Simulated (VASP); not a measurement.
Write the native input for VASP 6.6.1 that does the following.

```
Task                   : relaxation of cell and atoms
Functional             : PBEsol
Potentials or basis    : VASP PAW PBE potentials, release 64 (Ti_sv, Al)
Cutoff                 : 600 eV
k mesh                 : 10 × 10 × 10
Occupations            : fermi-dirac, width 0.05 eV
Spin                   : no spin polarisation
Target pressure        : 10 GPa
Dipole correction      : no
Further INCAR settings : ALGO = Fast; EDIFF = 1e-06; IBRION = 2; EDIFFG = -0.01; NSW = 60; ISIF = 3
```

The structure of TiAl3 lies in POSCAR:

```
TiAl3
1.0
   -1.9111067713      1.9111067713      4.2806687947
    1.9111067713     -1.9111067713      4.2806687947
    1.9111067713      1.9111067713     -4.2806687947
Ti Al
1 3
Direct
    0.0000000000      0.0000000000      0.0000000000
    0.2500000000      0.7500000000      0.5000000000
    0.7500000000      0.2500000000      0.5000000000
    0.5000000000      0.5000000000      0.0000000000
```

One way to write it, as run:

INCAR

```
SYSTEM = TiAl3
PREC = Accurate
ENCUT = 600
EDIFF = 1E-6
ISMEAR = -1
SIGMA = 0.05
LREAL = .FALSE.
LASPH = .TRUE.
NELM = 100
ALGO = Fast
ISIF = 3
LWAVE = .FALSE.
LCHARG = .FALSE.
GGA = PS
IBRION = 2
NSW = 60
EDIFFG = -0.01
PSTRESS = 100.0
```

KPOINTS

```
regular mesh
0
G
  10 10 10
  0 0 0
```

Potentials or basis: VASP PAW PBE potentials, release 64 (Ti_sv, Al).

The run is started by

```sh
$ cat potpaw_PBE.64/Ti_sv/POTCAR potpaw_PBE.64/Al/POTCAR > POTCAR
$ mpirun -np 1 vasp_std > vasp.out
```

It gave:

```yaml
Relaxed_volume: 14.43 Å³/atom
Relaxed_cell: a = 4.925 Å, b = 4.925 Å, c = 4.925 Å, α = 135.56°, β = 135.56°, γ = 64.66°
Space_group_after_relaxing_to_0.1_Å: I4/mmm (No. 139)
Energy_change_on_relaxing_the_run_minimises_the_enthalpy: +33.2 meV/atom
Ionic_steps: 7
Pressure_after_relaxing: 10.0 GPa
Band_gap_on_the_k_mesh: zero (an odd number of electrons rules out a gap without spin polarisation)
```

Caveat: the cell is relaxed towards a set pressure, so the run minimises the enthalpy, not the energy; the PAW data sets were made with another functional, which shifts forces and pressure a little.

Wall time 17 min on 1 thread of AMD EPYC 9R45 96-Core Processor (Zen 5), with other jobs on the host, peak memory 0.3 GiB.
